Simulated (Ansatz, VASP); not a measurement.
Hg in VASP and in Ansatz

```
Hg
1.0
     2.63836   -1.85767   -0.12717
     2.63836    1.85767   -0.12717
    -2.10822    0.00000    7.83331
Hg
3
Direct
  0.67193 0.67193 0.33330
  0.32807 0.32807 0.66670
  0.00000 0.00000 0.00000
```

Alike in both runs: functional PBE; dispersion D3(BJ); k mesh 12 × 12 × 4; occupations gaussian, width 0.02 eV; no spin polarisation.

Ansatz relaxed the structure, and its values are those at the end. VASP's run is a single point on that final structure, the one shown.

```csv
,VASP,Ansatz
version,VASP 6.6.1,Ansatz 0.2.0
potentials or method,"VASP PAW PBE potentials, release 64 (Hg), cutoff 520 eV","scalar-relativistic, plane waves, PAW"
valence electrons in the cell,36,60
```

|  | VASP | Ansatz | Ansatz less VASP |
| --- | --- | --- | --- |
| gap on the k mesh at the Fermi level (eV) | none | none | - |
| pressure (GPa) | 0.2 | 0.0 | -0.23 |

A gap of «none» marks a metal or a gap that the smearing closes. VASP's potentials hold 36 valence electrons a cell and Ansatz's 60, so a difference there can come from the potentials and not from the codes.

Spin-orbit coupling is off throughout.
